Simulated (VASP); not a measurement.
# Si2GeC3: relaxation of cell and atoms with PBE

Crystal: Si2GeC3.

```
Si Ge C
1.0
     3.14491    0.00000    0.00000
    -1.57246    2.72358    0.00000
     0.00000    0.00000   15.50699
Si Ge C
4 2 6
Direct
  0.33333 0.66667 0.33328
  0.33333 0.66667 0.67033
  0.66667 0.33333 0.17033
  0.66667 0.33333 0.83328
  0.33333 0.66667 0.00137
  0.66667 0.33333 0.50137
  0.33333 0.66667 0.13097
  0.33333 0.66667 0.45560
  0.33333 0.66667 0.79345
  0.66667 0.33333 0.29345
  0.66667 0.33333 0.63097
  0.66667 0.33333 0.95560
```

```yaml
Program: VASP 6.6.1
Task: relaxation of cell and atoms
Functional: PBE
Potentials_or_basis: VASP PAW PBE potentials, release 64 (Si, Ge_d, C)
Cutoff: 600 eV
k_mesh: 12 × 12 × 2
Occupations: gaussian, width 0.02 eV
Spin: no spin polarisation
Dipole_correction: no
Further_INCAR_settings: ALGO = Normal; EDIFF = 1e-06; IBRION = 2; EDIFFG = -0.01; NSW = 100; ISIF = 3
```

- Relaxed volume: 11.05 Å³/atom
- Relaxed cell: a = 3.142 Å, b = 3.142 Å, c = 15.501 Å, α = 90.00°, β = 90.00°, γ = 120.00°
- Space group after relaxing (to 0.1 Å): P6_3mc (No. 186)
- Energy gained by relaxing: 0.0 meV/atom
- Ionic steps: 3
- Pressure after relaxing: 0.0 GPa
- Largest force after relaxing: 0.008 eV/Å
- Band gap on the k mesh: 2.26 eV (least direct gap 3.65 eV)

Forces on the atoms (eV/Å):
```
Si   0.000  0.000  0.008
Si   0.000  0.000  0.003
Si   0.000  0.000  0.003
Si   0.000  0.000  0.008
Ge   0.000  0.000 -0.003
Ge   0.000  0.000 -0.003
C    0.000  0.000 -0.008
C    0.000  0.000 -0.006
C    0.000  0.000  0.006
C    0.000  0.000  0.006
C    0.000  0.000 -0.008
C    0.000  0.000 -0.006
```

Step by step:
```csv
step,energy change (eV),largest force (eV/Å),pressure (GPa),volume (Å³)
1,0.0000,0.0483,-0.41,132.82
2,0.0000,0.0466,0.41,132.28
3,-0.0005,0.0080,0.01,132.56
```

Final structure:
```
CELL_PARAMETERS angstrom
3.14236 0.00000 0.00000
-1.57118 2.72136 0.00000
0.00000 0.00000 15.50141
ATOMIC_POSITIONS crystal
Si 0.33333 0.66667 0.33331
Si 0.33333 0.66667 0.67034
Si 0.66667 0.33333 0.17034
Si 0.66667 0.33333 0.83331
Ge 0.33333 0.66667 0.00130
Ge 0.66667 0.33333 0.50130
C 0.33333 0.66667 0.13098
C 0.33333 0.66667 0.45563
C 0.33333 0.66667 0.79344
C 0.66667 0.33333 0.29344
C 0.66667 0.33333 0.63098
C 0.66667 0.33333 0.95563
```

Levels at points of the mesh, in eV from the valence-band top:
```
           k point  band 32  band 33  band 34  band 35  band 36  band 37
(0.00, 0.00, 0.00)    -0.21     0.00     0.00     3.92     4.26     4.44
(0.50, 0.00, 0.00)    -2.10    -1.99    -1.38     2.26     2.53     2.78
(0.00, 0.00, 0.50)    -0.09    -0.09    -0.09     4.02     4.02     4.95
(0.50, 0.00, 0.50)    -2.54    -1.58    -1.58     2.52     2.52     2.89
```

It took 5.1 min on 1 thread of Intel(R) Xeon(R) 6975P-C (Granite Rapids) (shared host), peak memory 0.44 GiB.

A k mesh can miss the band edges.
